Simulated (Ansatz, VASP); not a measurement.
YSe2 in VASP and in Ansatz

INCAR

```
SYSTEM = YSe2
PREC     = Accurate       ! precision mode
ENCUT    = 520            ! plane-wave cutoff, eV
EDIFF    = 1E-6           ! SCF threshold, eV
ISMEAR   = 0              ! smearing method
SIGMA    = 0.05           ! smearing width, eV
LREAL    = .False.        ! projectors in reciprocal space
LASPH    = .True.         ! aspherical terms in the spheres
NELM     = 60             ! most SCF steps
ALGO     = Normal         ! electronic algorithm
ISIF     = 2              ! what is computed and relaxed
LWAVE    = .False.        ! write WAVECAR
LCHARG   = .True.         ! write CHGCAR
GGA      = PE             ! functional
LELF     = .True.         ! ELF
LVHAR    = .True.       
NBANDS   = 18             ! bands
```

File KPOINTS:

```
Automatic mesh
0
Gamma
  8 8 8
  0 0 0
```

POSCAR

```
YSe2
1.0
    0.0000000000      3.3653488437      3.3653488437
    3.3653488437      0.0000000000      3.3653488437
    3.3653488437      3.3653488437      0.0000000000
Y Se
1 2
Direct
    0.0000000000      0.0000000000      0.0000000000
    0.2500000000      0.2500000000      0.2500000000
    0.7500000000      0.7500000000      0.7500000000
```

Input for Ansatz:

```yaml
crystal:
  lattice:
    - [0.0, 3.3653488437, 3.3653488437]
    - [3.3653488437, 0.0, 3.3653488437]
    - [3.3653488437, 3.3653488437, 0.0]
  atoms:
    - { symbol: "Y", position: [0.0, 0.0, 0.0] }
    - { symbol: Se, position: [0.25, 0.25, 0.25] }
    - { symbol: Se, position: [0.75, 0.75, 0.75] }
basis:
  ecutwfc: 420
  ecutrho_ratio: 4
kpoints:
  mp_grid: { grid: [8, 8, 8] }
hamiltonian:
  xc: pbe
scf:
  occupations: { method: gaussian, width: 0.05 }
output:
  forces: true
  stress: true
  eigenvalues: true
```

Alike in both runs: task single point; functional PBE; k mesh 8 × 8 × 8; occupations gaussian, width 0.05 eV; no spin polarisation.

|  | VASP | Ansatz |
| --- | --- | --- |
| version | VASP 6.6.1 | Ansatz 0.2.0 |
| potentials or method | VASP PAW PBE potentials, release 64 (Y_sv, Se), cutoff 520 eV | scalar-relativistic, plane waves, PAW |
| valence electrons in the cell | 23 | 43 |

VASP gave:

```
gap on the k mesh at the Fermi level (eV) : none
pressure (GPa)                            : 3.9
```

Which values does Ansatz return?

gap on the k mesh at the Fermi level (eV): none; pressure (GPa): 3.8.

A gap of «none» marks a metal or a gap that the smearing closes. VASP's potentials hold 23 valence electrons a cell and Ansatz's 43, so a difference there can come from the potentials and not from the codes.
